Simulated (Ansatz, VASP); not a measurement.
**SnSe2: VASP beside Ansatz**

```
CELL_PARAMETERS angstrom
6.44341 0.00000 0.00000
0.00000 6.44341 0.00000
0.00000 0.00000 3.93069
ATOMIC_POSITIONS crystal
Sn 0.00000 0.00000 0.00000
Sn 0.50000 0.50000 0.50000
Se 0.30700 0.30700 0.00000
Se 0.19300 0.80700 0.50000
Se 0.80700 0.19300 0.50000
Se 0.69300 0.69300 0.00000
```

Alike in both runs: task single point; functional PBE; k mesh 4 × 4 × 6; occupations fermi-dirac, width 0.02 eV; no spin polarisation.

```csv
,VASP,Ansatz
version,VASP 6.6.1,Ansatz 0.2.0
potentials or method,"VASP PAW PBE potentials, release 64 (Sn_d, Se)","plane waves, PAW"
plane-wave cutoff (eV),520,420
valence electrons in the cell,52,92
```

|  | VASP | Ansatz | Ansatz less VASP |
| --- | --- | --- | --- |
| pressure (GPa) | 3.7 | 3.6 | -0.05 |
| traceless stress, the component that is largest in VASP (GPa) | 0.79 | 0.77 | -0.024 |
| rms of the force components (eV/Å) | 0.114 | 0.111 | -0.0038 |

Atom by atom the forces differ by 0.004 eV/Å (rms over components). VASP's potentials hold 52 valence electrons a cell and Ansatz's 92, so a difference there can come from the potentials and not from the codes.
